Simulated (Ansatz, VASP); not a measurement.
# Two plane-wave programs on K2ZrO2

```
K Zr O
1.0
    -1.93129    3.77894    5.48321
     1.93129   -3.77894    5.48321
     1.93129    3.77894   -5.48321
K Zr O
2 1 2
Direct
  0.34292 0.84292 0.50000
  0.65708 0.15708 0.50000
  0.00000 0.00000 0.00000
  0.25647 0.00000 0.25647
  0.74353 0.00000 0.74353
```

Alike in both runs: functional PBE; k mesh 4 × 4 × 4; occupations gaussian, width 0.1 eV; no spin polarisation.

Ansatz relaxed the structure, and its values are those at the end. VASP's run is a single point on that final structure, the one shown.

|  | VASP | Ansatz |
| --- | --- | --- |
| version | VASP 6.6.1 | Ansatz 0.2.0 |
| potentials or method | VASP PAW PBE potentials, release 64 (K_sv, Zr_sv, O), cutoff 520 eV | scalar-relativistic, plane waves, PAW |
| valence electrons in the cell | 42 | 42 |

Ansatz gave:

```
gap on the k mesh at the Fermi level (eV) : none
pressure (GPa)                            : 0.1
rms of the force components (eV/Å)        : 0.012
```

Question: What did VASP give for the same quantities?

Answer: gap on the k mesh at the Fermi level (eV): none; pressure (GPa): 0.2; rms of the force components (eV/Å): 0.026.

A gap of «none» marks a metal or a gap that the smearing closes.

The k mesh is coarse, so the values compare programs but aren't converged.
